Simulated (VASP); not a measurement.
Runs of VASP 6.6.1 on W7Au. The structure is that of space group Im-3m (No. 229), or close to it. The cells are those of the table. The cell was built from a structure type or drawn by symmetry, and may not be a known phase.

```csv
task,cell,k mesh,cutoff (eV),gap on the mesh (eV),pressure (GPa)
relaxation of cell and atoms,"relaxed from a = 5.730 Å, angles 109.5°, 8 atoms",4 × 4 × 4,600,none,0.0
single point,"a = 5.535 Å, angles 109.5°, 8 atoms",8 × 8 × 8,520,none,0.3
single point,"a = 5.537 Å, angles 109.5°, 8 atoms",4 × 4 × 4,520,none,0.1
single point,"a = 5.730 Å, angles 109.5°, 8 atoms",4 × 4 × 4,520,none,(a)
```

Alike in all rows: level PBE; potentials or basis VASP PAW PBE potentials, release 64 (W_sv, Au); no spin polarisation; smearing gaussian 0.1 eV.

**Question.** Estimate the missing entries.

**Answer.** (a) -23.4.

Caveats: spin-orbit coupling is left out, which moves the levels of the heavy elements; the cell stands under tension (at least some runs).

A k mesh can miss the band edges, and the runs leave out spin-orbit coupling on Au, W.

A gap of «none» marks levels without a gap at the run's occupations.
